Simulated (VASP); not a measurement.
Crystal: VSi2.

```xyz
6
Lattice="-1.9691 1.9691 4.9495 1.9691 -1.9691 4.9495 1.9691 1.9691 -4.9495" Properties=species:S:1:pos:R:3 pbc="T T T"
V     0.0000    0.0000    0.0000
V     0.0000    1.9691    2.4747
Si    0.0000    0.0000    2.0451
Si    0.0000    1.9691    4.5199
Si    0.0000    1.9691    0.4296
Si    0.0000    0.0000    7.8539
```

- Program: VASP 6.6.1
- Task: relaxation of cell and atoms
- Functional: PBE
- Potentials or basis: VASP PAW PBE potentials, release 64 (V_sv, Si)
- Cutoff: 600 eV
- k mesh: 6 × 6 × 6
- Occupations: gaussian, width 0.1 eV
- Spin: no spin polarisation

At the start: pressure 87.2 GPa; volume 12.79 Å³/atom.

Question: How do energy, volume and symmetry change on relaxing?

Answer: Over 29 steps the energy falls by 1899.6 meV/atom and the volume is 15.31 Å³/atom (+19.7 %); space group I4_1/amd (No. 141, to 0.05 Å).

Step by step:
```csv
step,energy change (eV),largest force (eV/Å),pressure (GPa),volume (Å³)
1,0.0000,4.4528,87.16,76.76
2,-5.4049,0.2788,-14.34,182.94
3,-9.3809,0.3857,-1.73,123.63
4,-9.3888,0.4131,-0.96,122.33
5,-9.3902,0.4358,-0.30,121.28
6,-9.6119,0.6672,-1.61,121.36
7,-9.6464,0.8154,-2.00,121.30
8,-9.8177,0.7969,-0.25,117.05
9,-10.0014,0.7998,6.38,105.22
10,-10.0815,0.6853,5.57,105.17
11,-10.2779,0.4026,3.14,104.98
12,-10.5813,0.0939,-1.55,104.49
13,-10.9539,0.3406,-9.16,102.98
14,-11.0173,0.3890,-9.18,101.71
15,-11.0712,0.4533,-9.07,100.14
16,-11.0760,0.6162,-8.09,96.94
17,-11.0962,0.5011,-8.81,98.93
18,-11.1809,0.4521,-7.48,97.57
19,-11.3487,0.2785,-2.88,93.57
20,-11.2220,0.2057,9.63,85.91
21,-11.3800,0.1599,0.31,91.26
22,-11.3803,0.1468,0.65,91.03
23,-11.3874,0.1194,0.56,91.09
24,-11.3953,0.0409,0.40,91.24
25,-11.3952,0.0431,0.40,91.23
26,-11.3958,0.0471,0.18,91.41
27,-11.3961,0.0550,-0.25,91.76
28,-11.3965,0.0508,-0.24,91.79
29,-11.3974,0.0383,-0.21,91.89
```

Final structure:
```cif
data_structure
_symmetry_space_group_name_H-M 'P 1'
_symmetry_Int_Tables_number 1
_cell_length_a 5.2484
_cell_length_b 5.2484
_cell_length_c 5.2484
_cell_angle_alpha 125.749
_cell_angle_beta 125.749
_cell_angle_gamma 80.301
_cell_volume 91.89
loop_
_atom_site_label
_atom_site_type_symbol
_atom_site_fract_x
_atom_site_fract_y
_atom_site_fract_z
_atom_site_occupancy
V1 V 0.00000 0.00000 0.00000 1
V2 V 0.75000 0.25000 0.50000 1
Si1 Si 0.31231 0.31231 0.00000 1
Si2 Si 0.06231 0.56231 0.50000 1
Si3 Si 0.43769 0.93769 0.50000 1
Si4 Si 0.68769 0.68769 0.00000 1
```

Caveat: the k points lie up to 0.31 Å⁻¹ apart in the final cell; the volume moved by over 15 % at a fixed basis, so the end points are rough.
